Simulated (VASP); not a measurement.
# AlN (F-43m) in VASP: further runs

AlN is run at these levels: PBE; tasks: single point.

All numbers are computed with VASP 6.6.1; they aren't measurements. Logs are shortened: lines on timing, memory, paths and dates and some standing lists are left out, and cuts for length are marked.

### 1 The cell of the first run

The structure is cubic, space group F-43m (No. 216). Conventional cell: a = 4.447 Å, b = 4.447 Å, c = 4.447 Å, α = 90.00°, β = 90.00°, γ = 90.00°. Within 2.6 Å of Al (site symmetry -43m) lie 4 N at 1.93 Å. N (site symmetry -43m) has 4 Al at 1.93 Å within 2.6 Å.

### 2 Single point, PBE (10.99 Å³/atom)

The input, INCAR:

```
SYSTEM = AlN
ALGO     = Normal         ! electronic algorithm
EDIFF    = 1E-6           ! SCF threshold, eV
ENCUT    = 600            ! plane-wave cutoff, eV
GGA      = PE             ! functional
GGA_COMPAT= .FALSE.      
ISIF     = 2              ! what is computed and relaxed
ISMEAR   = 0              ! smearing method
LASPH    = .TRUE.         ! aspherical terms in the spheres
LCHARG   = .FALSE.        ! write CHGCAR
LREAL    = .FALSE.        ! projectors in reciprocal space
LWAVE    = .FALSE.        ! write WAVECAR
NBANDS   = 11             ! bands
NELM     = 120            ! most SCF steps
PREC     = Accurate       ! precision mode
SIGMA    = 0.02           ! smearing width, eV
```

The input, KPOINTS:

```
k-points
0
G
  10 10 10
  0 0 0
```

The input, POSCAR:

```
AlN
1.0
    0.0000000000      2.2233864095      2.2233864095
    2.2233864095      0.0000000000      2.2233864095
    2.2233864095      2.2233864095      0.0000000000
Al N
1 1
Direct
    0.0000000000      0.0000000000      0.0000000000
    0.7500000000      0.7500000000      0.7500000000
```

Potentials or basis: VASP PAW PBE potentials, release 64 (Al, N).

Started as:

```sh
cat potpaw_PBE.64/Al/POTCAR potpaw_PBE.64/N/POTCAR > POTCAR
mpirun -np 1 vasp_std > vasp.out
```

OUTCAR:

```text
SYSTEM = AlN
   EDIFF = 1E-6
   ENCUT = 600
   GGA = PE
   ISIF = 2
   ISMEAR = 0
   LASPH = .TRUE.
   LREAL = .FALSE.
   NELM = 120
   PREC = Accurate

 ion  position               nearest neighbor table
   1  0.000  0.000  0.000-   2 1.93   2 1.93   2 1.93   2 1.93
   2  0.750  0.750  0.750-   1 1.93   1 1.93   1 1.93   1 1.93

  LATTYP: Found a face centered cubic cell.
 ALAT       =     4.4467728190

  Lattice vectors:

 A1 = (   0.0000000000,   2.2233864095,   2.2233864095)
 A2 = (   2.2233864095,   0.0000000000,   2.2233864095)
 A3 = (   2.2233864095,   2.2233864095,   0.0000000000)

Analysis of symmetry for initial positions (statically):
=====================================================================
 Subroutine PRICEL returns:
 Original cell was already a primitive cell.

 Routine SETGRP: Setting up the symmetry group for a
 face centered cubic supercell.

 Subroutine GETGRP returns: Found 24 space group operations
 (whereof 24 operations were pure point group operations)
 out of a pool of 48 trial point group operations.

The static configuration has the point symmetry T_d .

Analysis of symmetry for dynamics (positions and initial velocities):
=====================================================================
 Subroutine PRICEL returns:
 Original cell was already a primitive cell.

 Routine SETGRP: Setting up the symmetry group for a
 face centered cubic supercell.

 Subroutine GETGRP returns: Found 24 space group operations
 (whereof 24 operations were pure point group operations)
 out of a pool of 48 trial point group operations.

The dynamic configuration has the point symmetry T_d .

 Subroutine INISYM returns: Found 24 space group operations
 (whereof 24 operations are pure point group operations),
 and found     1 'primitive' translations

----------------------------------------------------------------------------------------

                                     Primitive cell

  volume of cell :      21.9824

  direct lattice vectors                    reciprocal lattice vectors
     0.000000000  2.223386410  2.223386410    -0.224882188  0.224882188  0.224882188
     2.223386410  0.000000000  2.223386410     0.224882188 -0.224882188  0.224882188
     2.223386410  2.223386410  0.000000000     0.224882188  0.224882188 -0.224882188

  length of vectors
     3.144343215  3.144343215  3.144343215     0.389507375  0.389507375  0.389507375

  position of ions in fractional coordinates (direct lattice)
     0.000000000  0.000000000  0.000000000
     0.750000000  0.750000000  0.750000000

  ion indices of the primitive-cell ions
   primitive index   ion index
                 1           1
                 2           2

----------------------------------------------------------------------------------------

 KPOINTS: k-points

Automatic generation of k-mesh.
 Grid dimensions read from file:
 generate k-points for:   10   10   10

 Generating k-lattice:

  Cartesian coordinates                     Fractional coordinates (reciprocal lattice)
    -0.022488219  0.022488219  0.022488219     0.100000000  0.000000000  0.000000000
     0.022488219 -0.022488219  0.022488219     0.000000000  0.100000000  0.000000000
     0.022488219  0.022488219 -0.022488219     0.000000000  0.000000000  0.100000000

  Length of vectors
     0.038950737  0.038950737  0.038950737

  Shift w.r.t. Gamma in fractional coordinates (k-lattice)
     0.000000000  0.000000000  0.000000000

 Subroutine IBZKPT returns following result:
 ===========================================

 Found     47 irreducible k-points:

 Following reciprocal coordinates:
            Coordinates               Weight
  0.000000  0.000000  0.000000      1.000000
  0.100000  0.000000  0.000000      8.000000
  0.200000  0.000000  0.000000      8.000000
  0.300000  0.000000  0.000000      8.000000
  0.400000  0.000000  0.000000      8.000000
  0.500000  0.000000  0.000000      4.000000
[... 16 lines left out ...]
  0.300000  0.300000  0.000000      6.000000
  0.400000  0.300000  0.000000     24.000000
 [... further k-points ...]
   k-points           NKPTS =     47   k-points in BZ     NKDIM =     47   number of bands    NBANDS=     11
   number of dos      NEDOS =    301   number of ions     NIONS =      2
   total plane-waves  NPLWV =  21952
   dimension x,y,z NGX =    28 NGY =   28 NGZ =   28
   dimension x,y,z NGXF=    56 NGYF=   56 NGZF=   56
   ions per type =               1   1
   NGX,Y,Z   is equivalent  to a cutoff of  14.80, 14.80, 14.80 a.u.
   NGXF,Y,Z  is equivalent  to a cutoff of  29.61, 29.61, 29.61 a.u.
 SYSTEM =  AlN
   PREC   = accura    normal or accurate (medium, high low for compatibility)
   ISTART =      0    job   : 0-new  1-cont  2-samecut
   ICHARG =      2    charge: 1-file 2-atom 10-const
   ISPIN  =      1    spin polarized calculation?
   LNONCOLLINEAR =      F non collinear calculations
   LSORBIT =      F    spin-orbit coupling
   LASPH  =      T    aspherical Exc in radial PAW
   ENCUT  =  600.0 eV  44.10 Ry    6.64 a.u.   6.28  6.28  6.28*2*pi/ulx,y,z
   NELM   =    120;   NELMIN=  2; NELMDL= -5     # of ELM steps
   EDIFF  = 0.1E-05   stopping-criterion for ELM
   LREAL  =      F    real-space projection
   EDIFFG = 0.1E-04   stopping-criterion for IOM
   NSW    =      0    number of steps for IOM
   IBRION =     -1    ionic relax: 0-MD 1-quasi-New 2-CG
   NFREE  =      0    steps in history (QN), initial steepest desc. (CG)
   ISIF   =      2    stress and relaxation
   ISYM   =      2    0-nonsym 1-usesym 2-fastsym
   POTIM  = 0.5000    time-step for ionic-motion
   TEBEG  =    0.0;   TEEND  =   0.0 temperature during run
   PSTRESS=    0.0 pullay stress
   NELECT =       8.0000    total number of electrons
   NUPDOWN=      -1.0000    fix difference up-down
   EMIN   =  10.00;   EMAX   =-10.00  energy-range for DOS
   EFERMI =   0.00;   METHOD = LEGACY
   ISMEAR =     0;   SIGMA  =   0.02  broadening in eV -4-tet -1-fermi 0-gaus
   EFERMI_NEDOS =   21; number of points for ismear=-14 and -15
   IALGO  =     38    algorithm
   IMIX   =      4    mixing-type and parameters
     AMIX     =   0.40;   BMIX     =  1.00
     AMIX_MAG =   1.60;   BMIX_MAG =  1.00
  volume/ion in A,a.u.               =      10.99        74.17
  Fermi-wavevector in a.u.,A,eV,Ry     =   1.168817  2.208744 18.587373  1.366133
  Thomas-Fermi vector in A             =   2.305299
   LORBIT       =      0    0 simple, 1 ext, 2 COOP (PROOUT), +10 PAW based schemes
   GGA     = PE    functional components
   LHFCALC =     F    Hartree Fock is set to
   AEXX    =    0.0000 exact exchange contribution
   IVDW    =     0    specifies the selected vdW correction
   LEPSILON=     F    determine dielectric tensor
   LRPA    =     F    only Hartree local field effects (RPA)
 non-spin polarized calculation
 Gauss-broadening in eV      SIGMA  =   0.02
  energy-cutoff  :      600.00
  volume of cell :       21.98
 maximum number of plane-waves:       754
 NGX is ok and might be reduce to    28
   NGX = 13   NGY = 13   NGZ = 13

 number of electron       8.0000000 magnetization

 Free energy of the ion-electron system (eV)
  ---------------------------------------------------
  ext. energy  EPLUGINS =         0.00000000
  ---------------------------------------------------
  free energy    TOTEN  =       -14.83715617 eV

  energy without entropy =      -14.83715617  energy(sigma->0) =      -14.83715617

 E-fermi :   5.5603     XC(G=0): -10.7020

 val. band max:        5.4748819566   @ k =   0.0000   0.0000   0.0000
 cond. band min:       8.7631485386   @ k =   0.5000   0.5000   0.0000
 fundamental gap:      3.2882665820
 Fermi energy:         5.5602638209

 k-point     1 :       0.0000    0.0000    0.0000
  band No.  band energies     occupation
      1      -9.2023      2.00000
      2       5.4749      2.00000
      3       5.4749      2.00000
      4       5.4749      2.00000
      5       9.2042      0.00000
      6      17.5129      0.00000
      7      17.5129      0.00000
      8      17.5129      0.00000
      9      22.7377      0.00000
     10      22.7377      0.00000
     11      24.0387      0.00000

 k-point     2 :       0.1000    0.0000    0.0000
  band No.  band energies     occupation
      1      -9.0651      2.00000
      2       4.6629      2.00000
      3       5.4238      2.00000
      4       5.4238      2.00000
      5       9.8801      0.00000
      6      17.1271      0.00000
      7      17.6403      0.00000
      8      17.6403      0.00000
      9      21.5228      0.00000
     10      21.5228      0.00000
     11      23.2749      0.00000

 k-point     3 :       0.2000    0.0000    0.0000
  band No.  band energies     occupation
      1      -8.6757      2.00000
      2       3.1031      2.00000
      3       5.2967      2.00000
      4       5.2967      2.00000
      5      11.0050      0.00000
      6      16.3450      0.00000
      7      17.6117      0.00000
      8      17.6117      0.00000
      9      20.9737      0.00000
     10      20.9737      0.00000
     11      22.3915      0.00000

 k-point     4 :       0.3000    0.0000    0.0000
  band No.  band energies     occupation
      1      -8.1138      2.00000
      2       1.5298      2.00000
      3       5.1510      2.00000
      4       5.1510      2.00000
      5      11.8416      0.00000
      6      15.6313      0.00000
      7      17.0403      0.00000
      8      17.0403      0.00000
      9      21.9251      0.00000
     10      21.9251      0.00000
     11      22.1389      0.00000
[... 239 lines left out ...]
 k-point    22 :      -0.2000    0.2000    0.0000
  band No.  band energies     occupation
      1      -7.9290      2.00000
      2       1.8121      2.00000
      3       3.8423      2.00000
      4       5.2194      2.00000
      5      12.6287      0.00000
      6      15.0254      0.00000
      7      16.3882      0.00000
      8      17.5765      0.00000
      9      20.0091      0.00000
     10      23.2506      0.00000
     11      26.2050      0.00000

 k-point    23 :       0.3000    0.3000    0.0000
  band No.  band energies     occupation
      1      -7.7636      2.00000
      2       2.0285      2.00000
      3       4.2759      2.00000
      4       4.2759      2.00000
      5      10.6306      0.00000
      6      14.7885      0.00000
      7      16.8166      0.00000
      8      19.3728      0.00000
      9      19.3728      0.00000
     10      25.3332      0.00000
     11      28.3257      0.00000

 k-point    24 :       0.4000    0.3000    0.0000
  band No.  band energies     occupation
      1      -7.3383      2.00000
      2       1.4329      2.00000
      3       3.8304      2.00000
      4       4.1167      2.00000
      5      10.2695      0.00000
      6      14.6417      0.00000
      7      17.1141      0.00000
      8      19.4798      0.00000
      9      19.9503      0.00000
     10      26.1784      0.00000
     11      28.1127      0.00000

 [... further k-points ...]

------------------------ aborting loop because EDIFF is reached ----------------------------------------

  FORCE on cell =-STRESS in cart. coord.  units (eV):
  Direction    XX          YY          ZZ          XY          YZ          ZX
  --------------------------------------------------------------------------------------
  -------------------------------------------------------------------------------------
  Total       -0.7933314     -0.7933314     -0.7933314      0.0000000      0.0000000     -0.0000000
  in kB      -57.8216400    -57.8216400    -57.8216400      0.0000000      0.0000000     -0.0000000
  external PRESSURE =     -57.8216400 kB  Pullay stress =       0.0000000 kB

 VOLUME and BASIS-vectors are now :
 -----------------------------------------------------------------------------
  energy-cutoff  :      600.00
  volume of cell :       21.98
      direct lattice vectors                 reciprocal lattice vectors
     0.000000000  2.223386410  2.223386410    -0.224882188  0.224882188  0.224882188
     2.223386410  0.000000000  2.223386410     0.224882188 -0.224882188  0.224882188
     2.223386410  2.223386410  0.000000000     0.224882188  0.224882188 -0.224882188

 POSITION                                       TOTAL-FORCE (eV/Angst)
 -----------------------------------------------------------------------------------
      0.00000      0.00000      0.00000         0.000000      0.000000      0.000000
      3.33508      3.33508      3.33508        -0.000000     -0.000000     -0.000000
 -----------------------------------------------------------------------------------
    total drift:                               -0.000000     -0.000000     -0.000000

  FREE ENERGIE OF THE ION-ELECTRON SYSTEM (eV)
  ---------------------------------------------------
  free  energy   TOTEN  =       -14.8371561700 eV

  energy  without entropy=      -14.8371561700  energy(sigma->0) =      -14.83715617
```

Run time: 18 s. Hardware: 1 thread of Intel Xeon Platinum 8259CL at 2.50GHz (Skylake/Cascade Lake), shared host; peak memory 0.15 GiB.

What came out:

* Free energy: -14.8372 eV
* Pressure: -5.8 GPa
* Band gap on the k mesh: 3.29 eV (least direct gap 3.73 eV)

Levels at points of the mesh, in eV from the valence-band top:
```csv
k point,band 1,band 2,band 3,band 4,band 5,band 6,band 7,band 8,band 9
"(0.00, 0.00, 0.00)",-14.68,0.00,0.00,0.00,3.73,12.04,12.04,12.04,17.26
"(0.50, 0.00, 0.00)",-12.78,-5.63,-0.47,-0.47,6.90,9.50,10.81,10.81,17.30
"(0.50, 0.50, 0.00)",-12.20,-4.74,-1.72,-1.72,3.29,8.29,13.25,15.07,15.07
```

Caveat: the cell stands under tension. A k mesh can miss the band edges.

### 3 Single point, PBE (11.31 Å³/atom)

This run uses another cell than the first one, of 11.31 Å³/atom.

The input, INCAR:

```
SYSTEM = AlN
ALGO     = Normal         ! electronic algorithm
EDIFF    = 1E-6           ! SCF threshold, eV
ENCUT    = 600            ! plane-wave cutoff, eV
GGA      = PE             ! functional
GGA_COMPAT= .False.      
ISIF     = 2              ! what is computed and relaxed
ISMEAR   = 0              ! smearing method
LASPH    = .True.         ! aspherical terms in the spheres
LCHARG   = .False.        ! write CHGCAR
LREAL    = .False.        ! projectors in reciprocal space
LWAVE    = .False.        ! write WAVECAR
NBANDS   = 11             ! bands
NELM     = 120            ! most SCF steps
PREC     = Accurate       ! precision mode
SIGMA    = 0.02           ! smearing width, eV
```

The input, KPOINTS:

```
k-points
0
Gamma
  10 10 10
  0 0 0
```

The input, POSCAR:

```
AlN
1.0
    0.0000000000      2.2447664365      2.2447664365
    2.2447664365      0.0000000000      2.2447664365
    2.2447664365      2.2447664365      0.0000000000
Al N
1 1
Direct
    0.0000000000      0.0000000000      0.0000000000
    0.7500000000      0.7500000000      0.7500000000
```

Potentials or basis: VASP PAW PBE potentials, release 64 (Al, N).

Started as:

```sh
cat potpaw_PBE.64/Al/POTCAR potpaw_PBE.64/N/POTCAR > POTCAR
mpirun -np 1 vasp_std > vasp.out
```

Run time: 20 s. Hardware: 1 thread of Intel Xeon Platinum 8259CL at 2.50GHz (Skylake/Cascade Lake), shared host; peak memory 0.15 GiB.

It converged, with:

- Free energy: -14.8054 eV
- Pressure: -10.4 GPa
- Band gap on the k mesh: 3.27 eV (least direct gap 3.49 eV)

Levels at points of the mesh, in eV from the valence-band top:
```
           k point  band 2  band 3  band 4  band 5  band 6  band 7
(0.00, 0.00, 0.00)    0.00    0.00    0.00    3.49   11.77   11.77
(0.50, 0.00, 0.00)   -5.52   -0.47   -0.47    6.64    9.31   10.63
(0.50, 0.50, 0.00)   -4.66   -1.69   -1.69    3.27    8.11   12.90
```

Caveat: the cell stands under tension.
